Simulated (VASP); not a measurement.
A run of VASP 6.6.1 is set up as follows.

The input INCAR:

```
PREC     = Accurate       # precision mode
ENCUT    = 520            # plane-wave cutoff, eV
EDIFF    = 1E-7           # SCF threshold, eV
ISMEAR   = 0              # smearing method
SIGMA    = 0.1            # smearing width, eV
LREAL    = Auto         
LASPH    = T              # aspherical terms in the spheres
NELM     = 100            # most SCF steps
ALGO     = Normal         # electronic algorithm
ISIF     = 2              # what is computed and relaxed
LWAVE    = F              # write WAVECAR
LCHARG   = F              # write CHGCAR
LDIPOL   = T            
IDIPOL   = 3            
DIPOL    = 0.5 0.5 0.463
GGA      = PE             # functional
IVDW     = 12             # dispersion correction
NBANDS   = 130            # bands
```

The input KPOINTS:

```
regular mesh
0
Gamma
  6 6 1
```

Contents of POSCAR:

```
HW16C
1.0
    5.4721979736      0.0000000000      0.0000000000
   -1.8240659912      5.1592377269      0.0000000000
    0.0000000000      0.0000000000     26.8020464035
W C H
16 1 1
Direct
    0.2500000000      0.2500000000      0.3171399628
    0.2500000000      0.7500000000      0.3171399628
    0.7500000000      0.2500000000      0.3171399628
    0.7500000000      0.7500000000      0.3171399628
    0.5000000000      0.5000000000      0.4004923843
    0.5000000000      0.0000000000      0.4004923843
    0.0000000000      0.5000000000      0.4004923843
    0.0000000000      0.0000000000      0.4004923843
    0.7498805653      0.7500093670      0.4850985822
    0.7498230466      0.2501769534      0.4825295888
    0.2499889604      0.7500110396      0.4840533984
    0.2499906330      0.2501194347      0.4850985822
    0.0049793672     -0.0049793672      0.5664763244
   -0.0120746284      0.4885672705      0.5660718328
    0.5114327295      0.0120746284      0.5660718328
    0.4944882821      0.5055117179      0.5665395443
    0.2506261534      0.7493738466      0.6126244658
    0.2512865190      0.7487134810      0.6536073631
```

Potentials or basis: VASP PAW PBE potentials, release 64 (W_sv, C, H).

Launch:

```bash
$ cat potpaw_PBE.64/W_sv/POTCAR potpaw_PBE.64/C/POTCAR potpaw_PBE.64/H/POTCAR > POTCAR
$ mpirun -np 1 vasp_std > vasp.out
```

Q: Estimate the largest force.

A: 0.613 eV/Å.

Q: What does it give for the band gap on the k mesh?

A: Zero (an odd number of electrons rules out a gap without spin polarisation).

Q: What does it give for the dispersion energy per atom?

A: -0.459 eV.

Forces on the atoms (eV/Å):
```
W    0.000  0.001  0.563
W    0.000  0.000  0.324
W   -0.001  0.001  0.444
W   -0.001 -0.001  0.563
W   -0.128  0.090 -0.592
W   -0.002  0.000 -0.422
W    0.000  0.002 -0.422
W    0.123 -0.087 -0.587
W   -0.002  0.016  0.006
W    0.014 -0.010 -0.010
W   -0.008  0.006  0.004
W   -0.015 -0.004  0.006
W   -0.011  0.008  0.041
W   -0.009 -0.039  0.000
W    0.034  0.021  0.000
W    0.015 -0.011  0.014
C    0.003 -0.002  0.051
H   -0.011  0.008  0.018
```

Caveat: spin-orbit coupling is left out, which moves the levels of the heavy elements.
